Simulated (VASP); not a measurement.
# LaLu2N3 (P6/mmm) in VASP: single point with PBE

Aim: the single point of LaLu2N3 with PBE.

All numbers are computed with VASP 6.6.1; they aren't measurements. Logs are shortened: lines on timing, memory, paths and dates and some standing lists are left out, and cuts for length are marked.

## 1. The cell of the first run

It takes space group P6/mmm (No. 191, hexagonal). Conventional cell: a = 5.494 Å, b = 5.494 Å, c = 4.263 Å, α = 90.00°, β = 90.00°, γ = 120.00°. Within 4.2 Å of La (site symmetry 6/mmm) lie 6 Lu at 3.17 Å and 12 N at 3.48 Å. Within 3.5 Å of Lu (site symmetry -6m2) lie 6 N at 2.66 Å and 3 Lu at 3.17 Å and 3 La at 3.17 Å. Within 3.5 Å of N (site symmetry mmm) lie 4 Lu at 2.66 Å and 4 N at 2.75 Å and 4 La at 3.48 Å.

## 2. Single point, PBE

INCAR reads:

```
SYSTEM = LaLu2N3
ALGO = Normal
EDIFF = 1E-6
ENCUT = 520
GGA = PE
ISIF = 2
ISMEAR = 0
LASPH = .TRUE.
LCHARG = .FALSE.
LREAL = .FALSE.
LWAVE = .FALSE.
NBANDS = 47
NELM = 80
PREC = Accurate
SIGMA = 0.1
```

KPOINTS reads:

```
k-points
0
G
  6 6 4
  0 0 0
```

POSCAR reads:

```
LaLu2N3
1.0
    5.4944757700      0.0000000000      0.0000000000
   -2.7472378900      4.7583556000      0.0000000000
    0.0000000000      0.0000000000      4.2628452000
La Lu N
1 2 3
Direct
    0.0000000000      0.0000000000      0.0000000000
    0.3333333300      0.6666666700      0.0000000000
    0.6666666700      0.3333333300      0.0000000000
    0.5000000000      0.0000000000      0.5000000000
    0.5000000000      0.5000000000      0.5000000000
    0.0000000000      0.5000000000      0.5000000000
```

Potentials or basis: VASP PAW PBE potentials, release 64 (La, Lu, N).

Run with:

```
$ cat potpaw_PBE.64/La/POTCAR potpaw_PBE.64/Lu/POTCAR potpaw_PBE.64/N/POTCAR > POTCAR
$ mpirun -np 1 vasp_std > vasp.out
```

OUTCAR:

```text
SYSTEM = LaLu2N3
   EDIFF = 1E-6
   ENCUT = 520
   GGA = PE
   ISIF = 2
   ISMEAR = 0
   LASPH = .TRUE.
   LREAL = .FALSE.
   NELM = 80
   PREC = Accurate

 ion  position               nearest neighbor table
   1  0.000  0.000  0.000-   2 3.17   3 3.17   3 3.17   2 3.17   3 3.17   2 3.17
   2  0.333  0.667  0.000-   6 2.66   6 2.66   4 2.66   4 2.66   5 2.66   5 2.66   3 3.17   3 3.17
                             1 3.17   1 3.17   1 3.17   3 3.17
   3  0.667  0.333  0.000-   6 2.66   6 2.66   4 2.66   4 2.66   5 2.66   5 2.66   2 3.17   2 3.17
                             1 3.17   1 3.17   1 3.17   2 3.17
   4  0.500  0.000  0.500-   2 2.66   3 2.66   2 2.66   3 2.66
   5  0.500  0.500  0.500-   2 2.66   3 2.66   2 2.66   3 2.66
   6  0.000  0.500  0.500-   2 2.66   3 2.66   2 2.66   3 2.66

  LATTYP: Found a hexagonal cell.
 ALAT       =     5.4944757700
 C/A-ratio  =     0.7758420236

  Lattice vectors:

 A1 = (   5.4944757700,   0.0000000000,   0.0000000000)
 A2 = (  -2.7472378900,   4.7583556000,   0.0000000000)
 A3 = (   0.0000000000,   0.0000000000,   4.2628452000)

Analysis of symmetry for initial positions (statically):
=====================================================================
 Subroutine PRICEL returns:
 Original cell was already a primitive cell.

 Routine SETGRP: Setting up the symmetry group for a
 hexagonal supercell.

 Subroutine GETGRP returns: Found 24 space group operations
 (whereof 24 operations were pure point group operations)
 out of a pool of 24 trial point group operations.

The static configuration has the point symmetry D_6h.

Analysis of symmetry for dynamics (positions and initial velocities):
=====================================================================
 Subroutine PRICEL returns:
 Original cell was already a primitive cell.

 Routine SETGRP: Setting up the symmetry group for a
 hexagonal supercell.

 Subroutine GETGRP returns: Found 24 space group operations
 (whereof 24 operations were pure point group operations)
 out of a pool of 24 trial point group operations.

The dynamic configuration has the point symmetry D_6h.

 Subroutine INISYM returns: Found 24 space group operations
 (whereof 24 operations are pure point group operations),
 and found     1 'primitive' translations

----------------------------------------------------------------------------------------

                                     Primitive cell

  volume of cell :     111.4507

  direct lattice vectors                    reciprocal lattice vectors
[... 96 lines left out ...]
   NFREE  =      0    steps in history (QN), initial steepest desc. (CG)
   ISIF   =      2    stress and relaxation
   ISYM   =      2    0-nonsym 1-usesym 2-fastsym
   POTIM  = 0.5000    time-step for ionic-motion
   TEBEG  =    0.0;   TEEND  =   0.0 temperature during run
   PSTRESS=    0.0 pullay stress
   NELECT =      76.0000    total number of electrons
   NUPDOWN=      -1.0000    fix difference up-down
   EMIN   =  10.00;   EMAX   =-10.00  energy-range for DOS
   EFERMI =   0.00;   METHOD = LEGACY
   ISMEAR =     0;   SIGMA  =   0.10  broadening in eV -4-tet -1-fermi 0-gaus
   EFERMI_NEDOS =   21; number of points for ismear=-14 and -15
   IALGO  =     38    algorithm
   IMIX   =      4    mixing-type and parameters
     AMIX     =   0.40;   BMIX     =  1.00
     AMIX_MAG =   1.60;   BMIX_MAG =  1.00
  volume/ion in A,a.u.               =      18.58       125.35
  Fermi-wavevector in a.u.,A,eV,Ry     =   1.440960  2.723019 28.250653  2.076364
  Thomas-Fermi vector in A             =   2.559645
   LORBIT       =      0    0 simple, 1 ext, 2 COOP (PROOUT), +10 PAW based schemes
   GGA     = PE    functional components
   LHFCALC =     F    Hartree Fock is set to
   AEXX    =    0.0000 exact exchange contribution
   IVDW    =     0    specifies the selected vdW correction
   LEPSILON=     F    determine dielectric tensor
   LRPA    =     F    only Hartree local field effects (RPA)
 non-spin polarized calculation
 Gauss-broadening in eV      SIGMA  =   0.10
  energy-cutoff  :      520.00
  volume of cell :      111.45
 maximum number of plane-waves:      3036
 NGX is ok and might be reduce to    42
   NGX = 21   NGY = 21   NGZ = 15

 number of electron      75.9999992 magnetization

 Free energy of the ion-electron system (eV)
  ---------------------------------------------------
  ext. energy  EPLUGINS =         0.00000000
  ---------------------------------------------------
  free energy    TOTEN  =       -35.04873436 eV

  energy without entropy =      -35.00885270  energy(sigma->0) =      -35.02879353

 E-fermi :   4.5311     XC(G=0): -10.7891

 val. band max:        4.5235702784   @ k =   0.0000   0.0000   0.5000
 cond. band min:       4.5424199698   @ k =   0.3333   0.1667   0.2500
 fundamental gap:      0.0188496914
 Fermi energy:         4.5311145211

 k-point     1 :       0.0000    0.0000    0.0000
  band No.  band energies     occupation
      1     -51.4117      2.00000
      2     -51.3646      2.00000
      3     -28.6755      2.00000
      4     -22.4230      2.00000
      5     -22.4230      2.00000
      6     -22.0368      2.00000
[... 1039 lines left out ...]
     46       6.1787      0.00000
     47       6.1805      0.00000

------------------------ aborting loop because EDIFF is reached ----------------------------------------

  FORCE on cell =-STRESS in cart. coord.  units (eV):
  Direction    XX          YY          ZZ          XY          YZ          ZX
  --------------------------------------------------------------------------------------
  -------------------------------------------------------------------------------------
  Total        2.7653240      2.7653240    -30.2392409     -0.0000000      0.0000000     -0.0000000
  in kB       39.7533636     39.7533636   -434.7091163     -0.0000000      0.0000000     -0.0000000
  external PRESSURE =    -118.4007964 kB  Pullay stress =       0.0000000 kB

 VOLUME and BASIS-vectors are now :
 -----------------------------------------------------------------------------
  energy-cutoff  :      520.00
  volume of cell :      111.45
      direct lattice vectors                 reciprocal lattice vectors
     5.494475770  0.000000000  0.000000000     0.182000985  0.105078318  0.000000000
    -2.747237890  4.758355600  0.000000000     0.000000000  0.210156635  0.000000000
     0.000000000  0.000000000  4.262845200     0.000000000  0.000000000  0.234585108

 POSITION                                       TOTAL-FORCE (eV/Angst)
 -----------------------------------------------------------------------------------
      0.00000      0.00000      0.00000        -0.000000      0.000000      0.000000
     -0.00000      3.17224      0.00000        -0.000000      0.000000      0.000000
      2.74724      1.58612      0.00000         0.000000     -0.000000     -0.000000
      2.74724      0.00000      2.13142        -0.000000      0.000000      0.000000
      1.37362      2.37918      2.13142        -0.000000      0.000000      0.000000
     -1.37362      2.37918      2.13142        -0.000000      0.000000      0.000000
 -----------------------------------------------------------------------------------
    total drift:                                0.000000     -0.000000      0.000000

  FREE ENERGIE OF THE ION-ELECTRON SYSTEM (eV)
  ---------------------------------------------------
  free  energy   TOTEN  =       -35.0487343628 eV

  energy  without entropy=      -35.0088526989  energy(sigma->0) =      -35.02879353
```

It took 3.6 min on 1 thread of Intel Xeon 6975P-C, shared host; peak memory 0.3 GiB.

Results:

| Property | Result |
| --- | --- |
| Free energy | -35.0487 eV |
| Pressure | -11.8 GPa |
| Band gap on the k mesh | zero (band 38 reaches 5.35 eV, above the bottom of band 39 at 4.12 eV) |

Levels at points of the mesh, in eV from the Fermi level:
| k point | band 34 | band 35 | band 36 | band 37 | band 38 | band 39 | band 40 | band 41 | band 42 | band 43 |
| --- | --- | --- | --- | --- | --- | --- | --- | --- | --- | --- |
| (0.00, 0.00, 0.00) | -2.55 | -2.47 | -2.28 | 0.42 | 0.82 | 0.82 | 0.89 | 1.13 | 1.13 | 1.39 |
| (0.50, 0.00, 0.00) | -2.54 | -1.58 | -1.52 | -1.51 | -1.07 | 0.02 | 0.27 | 0.55 | 0.89 | 1.47 |
| (0.00, 0.00, 0.50) | -2.40 | -2.40 | -0.01 | 0.57 | 0.64 | 0.64 | 1.36 | 1.42 | 1.42 | 1.50 |
| (0.50, 0.00, 0.50) | -1.97 | -1.47 | -1.40 | -1.37 | -0.63 | 0.25 | 0.65 | 1.12 | 1.21 | 1.26 |

Caveat: the k points lie up to 0.37 Å⁻¹ apart; spin-orbit coupling is left out, which moves the levels of the heavy elements.
